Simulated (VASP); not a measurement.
# LiCl (P1) in VASP: further runs, part 2 of 2

VASP 6.6.1.

**5. Single point, PBE**

Input file INCAR:

```
SYSTEM = LiCl
  PREC = Accurate
  ENCUT = 520
  EDIFF = 1E-6
  ISMEAR = -1
  SIGMA = 0.1551
  LREAL = Auto
  LASPH = .TRUE.
  NELM = 100
  ALGO = Normal
  ISIF = 2
  LWAVE = .FALSE.
  LCHARG = .TRUE.
  GGA = PE
  LELF = .TRUE.
  LVHAR = .TRUE.
  NBANDS = 54
```

Input file KPOINTS:

```
Automatic mesh
0
G
  4 4 4
  0 0 0
```

Input file POSCAR:

```
LiCl
1.0
   -4.0018602261      0.0000000000      6.4818428698
   -4.0018602261      0.0000000000     -6.4818428698
    4.0018602262     -6.9314252364      0.0000000000
Li Cl
8 8
Direct
    0.6322158998      0.7592931728      0.3919699976
    0.6545090711      0.5870119838      0.8143935271
    0.0685371011      0.1576968072      0.3088702847
    0.0521119517      0.2307813904      0.9028654266
    0.5893976971      0.3104964527      0.1553652300
    0.4667017553      0.0975102408      0.6227639787
    0.0052922573      0.6671476424      0.1847684013
    0.1811500479      0.6472642026      0.7413447596
    0.3617528596      0.8490600896      0.2765598069
    0.5580753837      0.0438421611      0.8966225684
    0.9516429878      0.4572992868      0.3552786101
    0.8859226049      0.4145159629      0.7798496102
    0.7570353354      0.7811592781      0.1318512095
    0.9026690868      0.8215396419      0.6790297476
    0.3239706477      0.3762389906      0.2230263415
    0.2263146652      0.2679907313      0.6338314502
```

Potentials or basis: VASP PAW PBE potentials, release 64 (Li_sv, Cl).

Started as:

```sh
> cat potpaw_PBE.64/Li_sv/POTCAR potpaw_PBE.64/Cl/POTCAR > POTCAR
> mpirun -np 1 vasp_std > vasp.out
```

OUTCAR:

```text
SYSTEM = LiCl
   PREC = Accurate
   ENCUT = 520
   EDIFF = 1E-6
   ISMEAR = -1
   LREAL = Auto
   LASPH = .TRUE.
   NELM = 100
   ISIF = 2
   GGA = PE

 ion  position               nearest neighbor table
   1  0.632  0.759  0.392-  14 2.41  15 2.44   9 2.48  13 2.52
   2  0.655  0.587  0.814-  13 2.28
   3  0.069  0.158  0.309-  16 2.28  15 2.33  13 2.42
   4  0.052  0.231  0.903-  15 2.40  12 2.49
   5  0.589  0.310  0.155-  11 2.32  10 2.36  15 2.44
   6  0.467  0.098  0.623-  10 2.32   9 2.57
   7  0.005  0.667  0.185-   9 2.21  11 2.33  13 2.40
   8  0.181  0.647  0.741-  12 2.32
   9  0.362  0.849  0.277-   7 2.21   1 2.48   6 2.57
  10  0.558  0.044  0.897-   6 2.32   5 2.36
  11  0.952  0.457  0.355-   5 2.32   7 2.33
  12  0.886  0.415  0.780-   8 2.32   4 2.49
  13  0.757  0.781  0.132-   2 2.28   7 2.40   3 2.42   1 2.52
  14  0.903  0.822  0.679-   1 2.41
  15  0.324  0.376  0.223-   3 2.33   4 2.40   5 2.44   1 2.44
  16  0.226  0.268  0.634-   3 2.28

  LATTYP: Found a face centered orthorhombic cell.
 ALAT       =     8.0037204522
 B/A-ratio  =     1.6197074619
 C/A-ratio  =     1.7320508076

  Lattice vectors:

 A1 = (   0.0000000001,  -6.9314252364,  -6.4818428698)
 A2 = (  -4.0018602260,  -6.9314252364,   0.0000000000)
 A3 = (  -4.0018602261,   0.0000000000,  -6.4818428698)

Analysis of symmetry for initial positions (statically):
=====================================================================
 Subroutine PRICEL returns:
 Original cell was already a primitive cell.

 Routine SETGRP: Setting up the symmetry group for a
 face centered orthorhombic supercell.

 Subroutine GETGRP returns: Found  1 space group operations
 (whereof  1 operations were pure point group operations)
 out of a pool of  8 trial point group operations.

The static configuration has the point symmetry C_1 .

Analysis of symmetry for dynamics (positions and initial velocities):
[... 164 lines left out ...]
   GGA     = PE    functional components
   LHFCALC =     F    Hartree Fock is set to
   AEXX    =    0.0000 exact exchange contribution
   IVDW    =     0    specifies the selected vdW correction
   LEPSILON=     F    determine dielectric tensor
   LRPA    =     F    only Hartree local field effects (RPA)
 non-spin polarized calculation
  energy-cutoff  :      520.00
  volume of cell :      359.59
 maximum number of plane-waves:      9709
 NGX is ok and might be reduce to    60
   NGX = 29   NGY = 29   NGZ = 29

 number of electron      80.0000001 magnetization

 Free energy of the ion-electron system (eV)
  ---------------------------------------------------
  ext. energy  EPLUGINS =         0.00000000
  ---------------------------------------------------
  free energy    TOTEN  =       -56.89116644 eV

  energy without entropy =      -56.89116574  energy(sigma->0) =      -56.89116609

 E-fermi :   1.7149     XC(G=0):  -7.3716

 val. band max:       -0.9414270095   @ k =   0.0000   0.0000   0.0000
 cond. band min:       3.7539977123   @ k =   0.0000   0.0000   0.0000
 fundamental gap:      4.6954247218
 Fermi energy:         1.7148985601

 k-point     1 :       0.0000    0.0000    0.0000
  band No.  band energies     occupation
      1     -45.3999      2.00000
      2     -45.2751      2.00000
      3     -45.1866      2.00000
      4     -45.0914      2.00000
      5     -44.9098      2.00000
      6     -44.8755      2.00000
[... 1309 lines left out ...]
     51       7.3770      0.00000
     52       7.4352      0.00000

 [... further k-points ...]

 [bands above 52 left out]

------------------------ aborting loop because EDIFF is reached ----------------------------------------

  FORCE on cell =-STRESS in cart. coord.  units (eV):
  Direction    XX          YY          ZZ          XY          YZ          ZX
  --------------------------------------------------------------------------------------
  -------------------------------------------------------------------------------------
  Total       -0.2950131     -3.7482593     -4.0705656     -2.0173300      0.1023882      1.8249881
  in kB       -1.3144346    -16.7004146    -18.1364542     -8.9882382      0.4561917      8.1312565
  external PRESSURE =     -12.0504344 kB  Pullay stress =       0.0000000 kB

 VOLUME and BASIS-vectors are now :
 -----------------------------------------------------------------------------
  energy-cutoff  :      520.00
  volume of cell :      359.59
      direct lattice vectors                 reciprocal lattice vectors
    -4.001860226  0.000000000  6.481842870    -0.124941895 -0.072135237  0.077138556
    -4.001860226  0.000000000 -6.481842870    -0.124941895 -0.072135237 -0.077138556
     4.001860226 -6.931425236  0.000000000     0.000000000 -0.144270473  0.000000000

 POSITION                                       TOTAL-FORCE (eV/Angst)
 -----------------------------------------------------------------------------------
     -4.00002     -2.71691     -0.82369         0.063370      0.030846     -0.102160
     -1.70930     -5.64491      0.43751        -0.390945      0.470742      0.035729
      0.33070     -2.14091     -0.57792        -0.058376     -0.025884     -0.434393
      2.48104     -6.25814     -1.15811         0.073016      0.400229      0.089757
     -2.97950     -1.07690      1.80779         0.363460     -0.081811      0.213864
      0.23432     -4.31664      2.39304        -0.016274      0.178740      0.095960
[... 8 lines left out ...]
     -1.90962     -1.54589     -0.33880        -0.076506      0.384901      0.584906
      0.55836     -4.39336     -0.27014        -0.718783     -0.535745      0.428581
 -----------------------------------------------------------------------------------
    total drift:                                0.000453      0.002482      0.002056

  FREE ENERGIE OF THE ION-ELECTRON SYSTEM (eV)
  ---------------------------------------------------
  free  energy   TOTEN  =       -56.8911664445 eV

  energy  without entropy=      -56.8911657359  energy(sigma->0) =      -56.89116609
```

OSZICAR:

```text
N       E                     dE             d eps       ncg     rms          rms(c)
DAV:   1     0.702668634680E+03    0.70267E+03   -0.32724E+04  3888   0.142E+03
DAV:   2     0.472194197019E+02   -0.65545E+03   -0.61171E+03  4872   0.333E+02
DAV:   3    -0.472637276766E+02   -0.94483E+02   -0.93942E+02  5272   0.119E+02
DAV:   4    -0.562709984124E+02   -0.90073E+01   -0.89401E+01  6800   0.382E+01
DAV:   5    -0.582429865967E+02   -0.19720E+01   -0.19710E+01  6320   0.109E+01    0.713E+00
DAV:   6    -0.568089271314E+02    0.14341E+01   -0.31514E+00  4736   0.618E+00    0.520E+00
DAV:   7    -0.567695506019E+02    0.39377E-01   -0.11197E+00  5792   0.318E+00    0.314E+00
DAV:   8    -0.568751077845E+02   -0.10556E+00   -0.25281E-01  5496   0.179E+00    0.592E-01
DAV:   9    -0.568834556805E+02   -0.83479E-02   -0.44122E-02  5400   0.623E-01    0.291E-01
DAV:  10    -0.568896745743E+02   -0.62189E-02   -0.77554E-03  4584   0.317E-01    0.992E-02
DAV:  11    -0.568910444654E+02   -0.13699E-02   -0.15611E-03  4992   0.161E-01    0.673E-02
DAV:  12    -0.568911259690E+02   -0.81504E-04   -0.33730E-04  6136   0.694E-02    0.310E-02
DAV:  13    -0.568911569959E+02   -0.31027E-04   -0.10966E-04  4464   0.341E-02    0.843E-03
DAV:  14    -0.568911639229E+02   -0.69270E-05   -0.83178E-06  4952   0.108E-02    0.340E-03
DAV:  15    -0.568911664354E+02   -0.25125E-05   -0.29809E-06  3608   0.749E-03    0.187E-03
DAV:  16    -0.568911664445E+02   -0.90486E-08   -0.32927E-07  3456   0.263E-03
   1 F= -.56891166E+02 E0= -.56891166E+02  d E =-.708602E-06
```

stdout:

```text
POSCAR found type information on POSCAR LiCl
 POSCAR found :  2 types and      16 ions
 scaLAPACK will be used
 LDA part: xc-table for (Slater+PW92), standard interpolation
 POSCAR, INCAR and KPOINTS ok, starting setup
 FFT: planning ... GRIDC
 FFT: planning ... GRID_SOFT
 FFT: planning ... GRID
 WAVECAR not read
 entering main loop
```

Run time: 25 min. Hardware: 1 thread of AMD EPYC 7R43 (Zen 3), shared host; peak memory 0.66 GiB.

What came out:

- Free energy: -56.8912 eV
- Largest force: 0.994 eV/Å
- Band gap on the k mesh: 4.70 eV, direct

Forces on the atoms (eV/Å):
```
Li   0.063  0.031 -0.102
Li  -0.391  0.471  0.036
Li  -0.058 -0.026 -0.434
Li   0.073  0.400  0.090
Li   0.363 -0.082  0.214
Li  -0.016  0.179  0.096
Li   0.137  0.027  0.248
Li  -0.176  0.300 -0.301
Cl  -0.571 -0.672 -0.264
Cl   0.563  0.438 -0.132
Cl   0.055 -0.003 -0.017
Cl   0.436 -0.403 -0.126
Cl  -0.022 -0.235  0.405
Cl   0.338 -0.275 -0.726
Cl  -0.077  0.385  0.585
Cl  -0.719 -0.536  0.429
```

Caveat: the cutoff is under 1.25 times the usual one of these potentials, so pressure, stress and relaxed cells hold a basis-set (Pulay) error. A k mesh can miss the band edges.
